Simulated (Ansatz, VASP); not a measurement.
# One calculation of GaN, two programs

INCAR

```
SYSTEM = GaN
PREC     = Accurate       ! precision mode
ENCUT    = 600            ! plane-wave cutoff, eV
EDIFF    = 1E-6           ! SCF threshold, eV
ISMEAR   = 0              ! smearing method
SIGMA    = 0.01           ! smearing width, eV
LREAL    = .False.        ! projectors in reciprocal space
LASPH    = .True.         ! aspherical terms in the spheres
NELM     = 120            ! most SCF steps
ALGO     = Normal         ! electronic algorithm
ISIF     = 2              ! what is computed and relaxed
LWAVE    = .False.        ! write WAVECAR
LCHARG   = .False.        ! write CHGCAR
GGA      = PS             ! functional
NBANDS   = 26             ! bands
GGA_COMPAT= .False.
```

KPOINTS

```
regular mesh
0
Gamma
  6 6 4
  0 0 0
```

File POSCAR:

```
GaN
1.0
    3.3000346668      0.0000000000      0.0000000000
   -1.6500173334      2.8579138548      0.0000000000
    0.0000000000      0.0000000000      4.7558752377
Ga N
2 2
Direct
    0.3333333333      0.6666666667      0.2500000000
    0.6666666667      0.3333333333      0.7500000000
    0.6666666667      0.3333333333      0.2500000000
    0.3333333333      0.6666666667      0.7500000000
```

Input for Ansatz:

```yaml
crystal:
  lattice:
    - [3.3000346668, 0.0, 0.0]
    - [-1.6500173334, 2.8579138548, 0.0]
    - [0.0, 0.0, 4.7558752377]
  atoms:
    - { symbol: Ga, position: [0.3333333333, 0.6666666667, 0.25] }
    - { symbol: Ga, position: [0.6666666667, 0.3333333333, 0.75] }
    - { symbol: "N", position: [0.6666666667, 0.3333333333, 0.25] }
    - { symbol: "N", position: [0.3333333333, 0.6666666667, 0.75] }
kpoints:
  mp_grid: { grid: [6, 6, 4] }
hamiltonian:
  xc: pbesol
scf:
  occupations: { method: fixed }
  n_extra_bands: 5
output:
  forces: true
  stress: true
  eigenvalues: true
```

Alike in both runs: task single point; functional PBEsol; k mesh 6 × 6 × 4; no spin polarisation.

|  | VASP | Ansatz |
| --- | --- | --- |
| version | VASP 6.6.1 | Ansatz 0.2.0 |
| potentials or method | VASP PAW PBE potentials, release 64 (Ga_d, N) | plane waves, PAW |
| plane-wave cutoff (eV) | 600 | 420 |
| occupations | gaussian, width 0.01 eV | fixed |
| valence electrons in the cell | 36 | 36 |

Ansatz gave:

- gap on the k mesh at the Fermi level (eV): 1.40
- pressure (GPa): 0.1
- traceless stress, the component that is largest in VASP (GPa): -0.66

Task: Which values does VASP return?

Result: gap on the k mesh at the Fermi level (eV): 1.41; pressure (GPa): -0.3; traceless stress, the component that is largest in VASP (GPa): -0.13.

VASP's potentials were made for PBE, not for PBEsol.
